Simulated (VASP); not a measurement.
Crystal: EuMn2As2.

```xyz
5
Lattice="4.2870 0.0000 0.0000 -2.1435 3.7127 0.0000 0.0000 0.0000 7.2250" Properties=species:S:1:pos:R:3 pbc="T T T"
As    0.0000    2.4751    1.8785
As    2.1435    1.2376    5.3465
Eu    0.0000    0.0000    0.0000
Mn    0.0000    2.4751    4.4795
Mn    2.1435    1.2376    2.7455
```

Base run:

| Quantity | Value |
| --- | --- |
| Program | VASP 6.6.1 |
| Functional | PBEsol |
| Potentials or basis | VASP PAW PBE potentials, release 64 (As, Eu, Mn_pv) |
| Cutoff | 520 eV |
| k mesh | 6 × 6 × 3 |
| Occupations | fermi-dirac, width 0.1 eV |
| Spin | collinear spin, ferrimagnetic start |
| Starting moments | [0.0, 0.0, 7.0, 4.5, -4.5] μB |

Its results: pressure -7.3 GPa; net moment 6.82 μB per cell; site moments As -0.01, -0.03; Eu +6.50; Mn +3.82, -3.81 μB; largest force 0.676 eV/Å.

Task: The run is repeated on the same cell with these changes: moments at the start from [0.0, 0.0, 7.0, 4.5, -4.5] to [0.0, 0.0, 9.8, 6.3, -6.3]. What comes out?

Result: Pressure -8.2 GPa; net moment 6.85 μB per cell; site moments As -0.01, -0.03; Eu +6.53; Mn +3.83, -3.83 μB; largest force 0.649 eV/Å.

Caveats: the cell stands under tension; the PAW data sets were made with another functional, which shifts forces and pressure a little.
